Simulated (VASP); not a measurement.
Crystal: Ti.

```
Ti
1.0
    -1.69023    1.69023    1.64100
     1.69023   -1.69023    1.64100
     1.69023    1.69023   -1.64100
Ti
1
Direct
  0.00000 0.00000 0.00000
```

This cell differs from its parent crystal: equal xx and yy strain of +3 %.

Base run:

```yaml
Program: VASP 6.6.1
Functional: PBEsol
Potentials_or_basis: VASP PAW PBE potentials, release 64 (Ti_sv)
Cutoff: 520 eV
k_mesh: 14 × 14 × 14
Occupations: fermi-dirac, width 0.05 eV
Spin: no spin polarisation
```

Its results: band gap on the k mesh zero (bands 6 and 7 overlap by 1.49 eV); pressure -11.5 GPa.

The run is repeated on the same cell with these changes: cutoff from 520 eV to 400 eV; further incar settings from ALGO = Normal; EDIFF = 1e-06; NBANDS = 12 to ALGO = Normal; EDIFF = 1e-08; NBANDS = 12. What comes out?

Band gap on the k mesh zero (bands 6 and 7 overlap by 1.49 eV); pressure -12.1 GPa.

Caveats: the cell stands under tension; the PAW data sets were made with another functional, which shifts forces and pressure a little.
